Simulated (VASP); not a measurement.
# ZnS (I-4m2) in VASP: further runs

Runs on ZnS. Level: PBEsol. Tasks: single point.

All numbers are computed with VASP 6.6.1; they aren't measurements. Logs are shortened: lines on timing, memory, paths and dates and some standing lists are left out, and cuts for length are marked.

## 1. The cell of the first run

The structure is tetragonal, space group I-4m2 (No. 119). Conventional cell: a = 3.788 Å, b = 3.788 Å, c = 5.758 Å, α = 90.00°, β = 90.00°, γ = 90.00°. Zn (site symmetry -4m2) has 4 S at 2.38 Å within 3.1 Å. S (site symmetry -4m2) has 4 Zn at 2.38 Å within 3.1 Å.

## 2. Single point, PBEsol (strain +0.0750 x Voigt [0, 0, 1, 0, 0, 0])

The input, INCAR:

```
PREC = Accurate
ENCUT = 520
EDIFF = 1E-6
ISMEAR = 0
SIGMA = 0.05
LREAL = False
LASPH = True
NELM = 60
ALGO = Normal
ISIF = 2
LWAVE = False
LCHARG = False
GGA = PS
NBANDS = 16
```

The input, KPOINTS:

```
regular mesh
0
Gamma
  10 10 10
```

The input, POSCAR:

```
ZnS
1.0
    0.0000000000      2.6782590749      2.8791285055
    2.6782590749      0.0000000000      2.8791285055
    2.6782590749      2.6782590749      0.0000000000
Zn S
1 1
Direct
    0.0000000000      0.0000000000      0.0000000000
    0.7500000000      0.7500000000      0.7500000000
```

Potentials or basis: VASP PAW PBE potentials, release 64 (Zn, S).

Run with:

```console
cat potpaw_PBE.64/Zn/POTCAR potpaw_PBE.64/S/POTCAR > POTCAR
mpirun -np 1 vasp_std > vasp.out
```

OUTCAR:

```text
PREC = Accurate
   ENCUT = 520
   EDIFF = 1E-6
   ISMEAR = 0
   LREAL = False
   LASPH = True
   NELM = 60
   ISIF = 2
   GGA = PS

 ion  position               nearest neighbor table
   1  0.000  0.000  0.000-   2 2.38   2 2.38   2 2.38   2 2.38
   2  0.750  0.750  0.750-   1 2.38   1 2.38   1 2.38   1 2.38

  LATTYP: Found a body centered tetragonal cell.
 ALAT       =     3.7876303073
 C/A-ratio  =     1.5202795795

  Lattice vectors:

 A1 = (  -2.6782590749,   0.0000000000,   2.8791285055)
 A2 = (   2.6782590749,   0.0000000000,   2.8791285055)
 A3 = (   0.0000000000,   2.6782590749,  -2.8791285055)

Analysis of symmetry for initial positions (statically):
=====================================================================
 Subroutine PRICEL returns:
 Original cell was already a primitive cell.

 Routine SETGRP: Setting up the symmetry group for a
 body centered tetragonal supercell.

 Subroutine GETGRP returns: Found  8 space group operations
 (whereof  8 operations were pure point group operations)
 out of a pool of 16 trial point group operations.

The static configuration has the point symmetry D_2d.

Analysis of symmetry for dynamics (positions and initial velocities):
=====================================================================
 Subroutine PRICEL returns:
 Original cell was already a primitive cell.

 Routine SETGRP: Setting up the symmetry group for a
 body centered tetragonal supercell.

 Subroutine GETGRP returns: Found  8 space group operations
 (whereof  8 operations were pure point group operations)
 out of a pool of 16 trial point group operations.

The dynamic configuration has the point symmetry D_2d.

 Subroutine INISYM returns: Found  8 space group operations
 (whereof  8 operations are pure point group operations),
 and found     1 'primitive' translations

----------------------------------------------------------------------------------------

                                     Primitive cell

  volume of cell :      41.3044

  direct lattice vectors                    reciprocal lattice vectors
     0.000000000  2.678259075  2.879128506    -0.186688437  0.186688437  0.173663662
     2.678259075  0.000000000  2.879128506     0.186688437 -0.186688437  0.173663662
     2.678259075  2.678259075  0.000000000     0.186688437  0.186688437 -0.173663662

  length of vectors
     3.932232524  3.932232524  3.787630307     0.316012994  0.316012994  0.316012994

  position of ions in fractional coordinates (direct lattice)
     0.000000000  0.000000000  0.000000000
     0.750000000  0.750000000  0.750000000

  ion indices of the primitive-cell ions
   primitive index   ion index
                 1           1
                 2           2

----------------------------------------------------------------------------------------

 KPOINTS: regular mesh

Automatic generation of k-mesh.
 Grid dimensions read from file:
 generate k-points for:   10   10   10

 Generating k-lattice:

  Cartesian coordinates                     Fractional coordinates (reciprocal lattice)
    -0.018668844  0.018668844  0.017366366     0.100000000  0.000000000  0.000000000
     0.018668844 -0.018668844  0.017366366     0.000000000  0.100000000  0.000000000
     0.018668844  0.018668844 -0.017366366     0.000000000  0.000000000  0.100000000

  Length of vectors
     0.031601299  0.031601299  0.031601299

  Shift w.r.t. Gamma in fractional coordinates (k-lattice)
     0.000000000  0.000000000  0.000000000

 Subroutine IBZKPT returns following result:
 ===========================================

 Found    102 irreducible k-points:

 Following reciprocal coordinates:
            Coordinates               Weight
  0.000000  0.000000  0.000000      1.000000
  0.100000  0.000000  0.000000      8.000000
  0.200000  0.000000  0.000000      8.000000
  0.300000 -0.000000  0.000000      8.000000
  0.400000  0.000000  0.000000      8.000000
  0.500000  0.000000  0.000000      4.000000
[... 16 lines left out ...]
  0.300000  0.300000  0.000000      2.000000
  0.400000  0.300000  0.000000      8.000000
 [... further k-points ...]
   k-points           NKPTS =    102   k-points in BZ     NKDIM =    102   number of bands    NBANDS=     16
   number of dos      NEDOS =    301   number of ions     NIONS =      2
   total plane-waves  NPLWV =  25200
   dimension x,y,z NGX =    30 NGY =   30 NGZ =   28
   dimension x,y,z NGXF=    60 NGYF=   60 NGZF=   56
   ions per type =               1   1
   NGX,Y,Z   is equivalent  to a cutoff of  12.68, 12.68, 12.29 a.u.
   NGXF,Y,Z  is equivalent  to a cutoff of  25.37, 25.37, 24.58 a.u.
 SYSTEM =  unknown system
   PREC   = accura    normal or accurate (medium, high low for compatibility)
   ISTART =      0    job   : 0-new  1-cont  2-samecut
   ICHARG =      2    charge: 1-file 2-atom 10-const
   ISPIN  =      1    spin polarized calculation?
   LNONCOLLINEAR =      F non collinear calculations
   LSORBIT =      F    spin-orbit coupling
   LASPH  =      T    aspherical Exc in radial PAW
   ENCUT  =  520.0 eV  38.22 Ry    6.18 a.u.   7.31  7.31  7.04*2*pi/ulx,y,z
   NELM   =     60;   NELMIN=  2; NELMDL= -5     # of ELM steps
   EDIFF  = 0.1E-05   stopping-criterion for ELM
   LREAL  =      F    real-space projection
   EDIFFG = 0.1E-04   stopping-criterion for IOM
   NSW    =      0    number of steps for IOM
   IBRION =     -1    ionic relax: 0-MD 1-quasi-New 2-CG
   NFREE  =      0    steps in history (QN), initial steepest desc. (CG)
   ISIF   =      2    stress and relaxation
   ISYM   =      2    0-nonsym 1-usesym 2-fastsym
   POTIM  = 0.5000    time-step for ionic-motion
   TEBEG  =    0.0;   TEEND  =   0.0 temperature during run
   PSTRESS=    0.0 pullay stress
   NELECT =      18.0000    total number of electrons
   NUPDOWN=      -1.0000    fix difference up-down
   EMIN   =  10.00;   EMAX   =-10.00  energy-range for DOS
   EFERMI =   0.00;   METHOD = LEGACY
   ISMEAR =     0;   SIGMA  =   0.05  broadening in eV -4-tet -1-fermi 0-gaus
   EFERMI_NEDOS =   21; number of points for ismear=-14 and -15
   IALGO  =     38    algorithm
   IMIX   =      4    mixing-type and parameters
     AMIX     =   0.40;   BMIX     =  1.00
     AMIX_MAG =   1.60;   BMIX_MAG =  1.00
  volume/ion in A,a.u.               =      20.65       139.37
  Fermi-wavevector in a.u.,A,eV,Ry     =   1.241177  2.345484 20.960040  1.540519
  Thomas-Fermi vector in A             =   2.375586
   LORBIT       =      0    0 simple, 1 ext, 2 COOP (PROOUT), +10 PAW based schemes
   GGA     = PS    functional components
   LHFCALC =     F    Hartree Fock is set to
   AEXX    =    0.0000 exact exchange contribution
   IVDW    =     0    specifies the selected vdW correction
   LEPSILON=     F    determine dielectric tensor
   LRPA    =     F    only Hartree local field effects (RPA)
 non-spin polarized calculation
 Gauss-broadening in eV      SIGMA  =   0.05
  energy-cutoff  :      520.00
  volume of cell :       41.30
 maximum number of plane-waves:      1130
 NGX is ok and might be reduce to    30
   NGX = 15   NGY = 15   NGZ = 15

 number of electron      17.9999993 magnetization

 Free energy of the ion-electron system (eV)
  ---------------------------------------------------
  ext. energy  EPLUGINS =         0.00000000
  ---------------------------------------------------
  free energy    TOTEN  =        -7.52462085 eV

  energy without entropy =       -7.52462085  energy(sigma->0) =       -7.52462085

 E-fermi :   1.9536     XC(G=0):  -9.6413

 val. band max:        1.6856518729   @ k =   0.0000   0.0000   0.0000
 cond. band min:       3.3544630511   @ k =   0.0000   0.0000   0.0000
 fundamental gap:      1.6688111782
 Fermi energy:         1.9535699872

 k-point     1 :       0.0000    0.0000    0.0000
  band No.  band energies     occupation
      1     -11.2370      2.00000
      2      -4.6245      2.00000
      3      -4.5804      2.00000
      4      -4.5804      2.00000
      5      -4.1652      2.00000
      6      -4.1476      2.00000
[... 8 lines left out ...]
     15      13.1098      0.00000
     16      13.8851      0.00000

 k-point     2 :       0.1000    0.0000    0.0000
  band No.  band energies     occupation
      1     -11.1659      2.00000
      2      -4.6166      2.00000
      3      -4.5759      2.00000
      4      -4.5673      2.00000
      5      -4.1646      2.00000
      6      -4.1501      2.00000
[... 8 lines left out ...]
     15      13.3354      0.00000
     16      13.6256      0.00000

 k-point     3 :       0.2000    0.0000    0.0000
  band No.  band energies     occupation
      1     -10.9701      2.00000
      2      -4.5932      2.00000
      3      -4.5523      2.00000
      4      -4.5346      2.00000
      5      -4.1595      2.00000
      6      -4.1542      2.00000
[... 8 lines left out ...]
     15      12.7245      0.00000
     16      13.8932      0.00000

 k-point     4 :       0.3000   -0.0000    0.0000
  band No.  band energies     occupation
      1     -10.7052      2.00000
      2      -4.5504      2.00000
      3      -4.4984      2.00000
      4      -4.4808      2.00000
      5      -4.1534      2.00000
      6      -4.1438      2.00000
[... 8 lines left out ...]
     15      12.8256      0.00000
     16      13.4653      0.00000
[... 324 lines left out ...]
 k-point    22 :      -0.2000    0.2000    0.0000
  band No.  band energies     occupation
      1     -10.6005      2.00000
      2      -4.5442      2.00000
      3      -4.4793      2.00000
      4      -4.4707      2.00000
      5      -4.1769      2.00000
      6      -4.0975      2.00000
[... 8 lines left out ...]
     15      14.3792      0.00000
     16      15.3178      0.00000

 k-point    23 :       0.3000    0.3000    0.0000
  band No.  band energies     occupation
      1     -10.5840      2.00000
      2      -4.6424      2.00000
      3      -4.4002      2.00000
      4      -4.4002      2.00000
      5      -4.2057      2.00000
      6      -4.1144      2.00000
[... 8 lines left out ...]
     15      14.7794      0.00000
     16      17.4961      0.00000

 k-point    24 :       0.4000    0.3000    0.0000
  band No.  band energies     occupation
      1     -10.4035      2.00000
      2      -4.6046      2.00000
      3      -4.3610      2.00000
      4      -4.3539      2.00000
      5      -4.1647      2.00000
      6      -4.1109      2.00000
[... 8 lines left out ...]
     15      15.0846      0.00000
     16      16.8749      0.00000

 [... further k-points ...]

------------------------ aborting loop because EDIFF is reached ----------------------------------------

  FORCE on cell =-STRESS in cart. coord.  units (eV):
  Direction    XX          YY          ZZ          XY          YZ          ZX
  --------------------------------------------------------------------------------------
  -------------------------------------------------------------------------------------
  Total       -0.9322750     -0.9322750     -1.8522727      0.0000000      0.0000000      0.0000000
  in kB      -36.1624981    -36.1624981    -71.8487642      0.0000000      0.0000000      0.0000000
  external PRESSURE =     -48.0579201 kB  Pullay stress =       0.0000000 kB

 VOLUME and BASIS-vectors are now :
 -----------------------------------------------------------------------------
  energy-cutoff  :      520.00
  volume of cell :       41.30
      direct lattice vectors                 reciprocal lattice vectors
     0.000000000  2.678259075  2.879128506    -0.186688437  0.186688437  0.173663662
     2.678259075  0.000000000  2.879128506     0.186688437 -0.186688437  0.173663662
     2.678259075  2.678259075  0.000000000     0.186688437  0.186688437 -0.173663662

 POSITION                                       TOTAL-FORCE (eV/Angst)
 -----------------------------------------------------------------------------------
      0.00000      0.00000      0.00000        -0.000000     -0.000000      0.000000
      4.01739      4.01739      4.31869         0.000000      0.000000      0.000000
 -----------------------------------------------------------------------------------
    total drift:                                0.000001      0.000001     -0.000012

  FREE ENERGIE OF THE ION-ELECTRON SYSTEM (eV)
  ---------------------------------------------------
  free  energy   TOTEN  =        -7.5246208531 eV

  energy  without entropy=       -7.5246208531  energy(sigma->0) =       -7.52462085
```

Wall time 98 s (1 thread of Intel Xeon 8259CL, shared host); peak memory 0.21 GiB.

What came out:

```
Free energy            : -7.5246 eV
Pressure               : -4.8 GPa
Band gap on the k mesh : 1.67 eV
```

Caveat: the cell differs from its parent crystal (strain +0.0750 x Voigt [0, 0, 1, 0, 0, 0]); the cell stands under tension; the PAW data sets were made with another functional, which shifts forces and pressure a little.

## 3. Single point, PBEsol (strain +0.1125 x Voigt [0, 0, 1, 0, 0, 0])

The input, INCAR:

```
SYSTEM = ZnS
PREC = Accurate
ENCUT = 520
EDIFF = 1E-6
ISMEAR = 0
SIGMA = 0.05
LREAL = .False.
LASPH = .True.
NELM = 80
ALGO = Normal
ISIF = 2
LWAVE = .False.
LCHARG = .False.
GGA = PS
NBANDS = 16
```

The input, KPOINTS:

```
Automatic mesh
0
Gamma
  10 10 10
  0 0 0
```

The input, POSCAR:

```
ZnS
1.0
    0.0000000000      2.6782590749      2.9795632208
    2.6782590749      0.0000000000      2.9795632208
    2.6782590749      2.6782590749      0.0000000000
Zn S
1 1
Direct
    0.0000000000      0.0000000000      0.0000000000
    0.7500000000      0.7500000000      0.7500000000
```

Potentials or basis: VASP PAW PBE potentials, release 64 (Zn, S).

Run with:

```console
cat potpaw_PBE.64/Zn/POTCAR potpaw_PBE.64/S/POTCAR > POTCAR
mpirun -np 1 vasp_std > vasp.out
```

It took 2 min on 1 thread of Intel Xeon 8259CL, shared host; peak memory 0.21 GiB.

The run converged. Its results:

```
Free energy            : -7.4457 eV
Pressure               : -6.7 GPa
Band gap on the k mesh : 1.45 eV
```

Stress tensor (GPa, compression positive):
```
 -4.82   0.00   0.00
  0.00  -4.82   0.00
  0.00   0.00 -10.35
```

Levels at points of the mesh, in eV from the valence-band top:
| k point | band 7 | band 8 | band 9 | band 10 | band 11 | band 12 |
| --- | --- | --- | --- | --- | --- | --- |
| (0.00, 0.00, 0.00) | -0.43 | 0.00 | 0.00 | 1.45 | 6.28 | 6.28 |
| (0.50, 0.00, 0.00) | -4.94 | -1.18 | -0.60 | 2.75 | 6.50 | 7.20 |
| (0.50, 0.50, 0.00) | -4.82 | -1.72 | -1.72 | 3.64 | 4.47 | 9.41 |
| (0.50, 0.00, 0.50) | -4.20 | -2.33 | -2.15 | 3.14 | 3.52 | 10.39 |

Caveat: the cell differs from its parent crystal (strain +0.1125 x Voigt [0, 0, 1, 0, 0, 0]); the cell stands under tension; the PAW data sets were made with another functional, which shifts forces and pressure a little.
